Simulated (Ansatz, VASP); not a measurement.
# W: VASP beside Ansatz

The input INCAR:

```
SYSTEM = W
PREC     = Accurate       ! precision mode
ENCUT    = 520            ! plane-wave cutoff, eV
EDIFF    = 1E-6           ! SCF threshold, eV
ISMEAR   = 1              ! smearing method
SIGMA    = 0.1            ! smearing width, eV
LREAL    = .False.        ! projectors in reciprocal space
LASPH    = .True.         ! aspherical terms in the spheres
NELM     = 60             ! most SCF steps
ALGO     = Normal         ! electronic algorithm
ISIF     = 2              ! what is computed and relaxed
LWAVE    = .False.        ! write WAVECAR
LCHARG   = .False.        ! write CHGCAR
GGA      = PE             ! functional
NBANDS   = 13             ! bands
```

File KPOINTS:

```
regular mesh
0
Gamma
  12 12 12
  0 0 0
```

The input POSCAR:

```
W
1.0
    2.7407020000      0.0000000000      0.0000000000
   -0.9135673047      2.5839586360      0.0000000000
   -0.9135673047     -1.2919792573      2.2377738561
W
1
Direct
    0.0000000000      0.0000000000      0.0000000000
```

Input for Ansatz:

```yaml
crystal:
  lattice:
    - [2.740702, 0.0, 0.0]
    - [-0.9135673047187003, 2.5839586359988447, 0.0]
    - [-0.9135673047187003, -1.2919792572986197, 2.2377738561488107]
  atoms:
    - { symbol: W, position: [0.0, 0.0, 0.0] }
kpoints:
  mp_grid:
    grid: [12, 12, 12]
hamiltonian:
  xc: pbe
  pseudopotentials:
    kind: paw
scf:
  occupations:
    method: cold
    width: 0.1
output:
  forces: true
  stress: true
  eigenvalues: true
```

Alike in both runs: task single point; functional PBE; k mesh 12 × 12 × 12; no spin polarisation.

|  | VASP | Ansatz |
| --- | --- | --- |
| version | VASP 6.6.1 | Ansatz 0.2.0 |
| potentials or method | VASP PAW PBE potentials, release 64 (W_sv) | plane waves, PAW |
| plane-wave cutoff (eV) | 520 | 420 |
| occupations | methfessel-paxton of order 1, width 0.1 eV | cold, width 0.1 eV |
| valence electrons in the cell | 14 | 14 |

|  | VASP | Ansatz | Ansatz less VASP |
| --- | --- | --- | --- |
| gap on the k mesh at the Fermi level (eV) | none | none | - |
| pressure (GPa) | 6.5 | 5.9 | -0.64 |

A gap of «none» marks a metal or a gap that the smearing closes.

Neither program's run includes spin-orbit coupling.
